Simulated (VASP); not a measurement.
Write the native input for VASP 6.6.1 that does the following.

- Task: electric field gradients
- Functional: PBEsol
- Potentials or basis: VASP PAW PBE potentials, release 64 (In_d, Se)
- Cutoff: 520 eV
- k mesh: 7 × 7 × 7
- Occupations: fermi-dirac, width 0.01 eV
- Spin: no spin polarisation
- Dipole correction: no
- Further INCAR settings: ALGO = Normal; EDIFF = 1e-08; NBANDS = 27

The structure of InSe lies in POSCAR:

```
InSe
1.0
    2.0066442162      1.1585365784      8.3443003359
   -2.0066442162      1.1585365784      8.3443003359
    0.0000000000     -2.3170731568      8.3443003359
In Se
2 2
Direct
    0.0000000000      0.0000000000      0.0000000000
    0.1122000000      0.1122000000      0.1122000000
    0.6155000000      0.6155000000      0.6155000000
    0.8300000000      0.8300000000      0.8300000000
```

This cell differs from its parent crystal: volume scaled by 1.01.

One way to write it, as run:

INCAR

```
SYSTEM = InSe
  PREC = Accurate
  ENCUT = 520
  EDIFF = 1E-8
  ISMEAR = -1
  SIGMA = 0.01
  LREAL = .False.
  LASPH = .True.
  NELM = 80
  ALGO = Normal
  ISIF = 2
  LWAVE = .False.
  LCHARG = .False.
  GGA = PS
  LEFG = .True.
  NBANDS = 27
```

KPOINTS

```
regular mesh
0
Gamma
  7 7 7
  0 0 0
```

Potentials or basis: VASP PAW PBE potentials, release 64 (In_d, Se).

Launch:

```console
$ cat potpaw_PBE.64/In_d/POTCAR potpaw_PBE.64/Se/POTCAR > POTCAR
$ mpirun -np 1 vasp_std > vasp.out
```

Results of the run:

| Item | Value |
| --- | --- |
| Pressure | -0.2 GPa |
| Largest force | 0.133 eV/Å |
| Band gap on the k mesh | 0.64 eV, indirect (least direct gap 0.68 eV) |

Caveat: without QUAD_EFG the Cq values of the log hold for a quadrupole moment of 1 mb, not for the nuclei; the PAW data sets were made with another functional, which shifts forces and pressure a little; spin-orbit coupling is left out, which moves the levels of the heavy elements.

It took 8.4 min on 1 thread of Intel(R) Xeon(R) Platinum 8259CL CPU @ 2.50GHz (Skylake/Cascade Lake), on a shared host, peak memory 0.59 GiB.
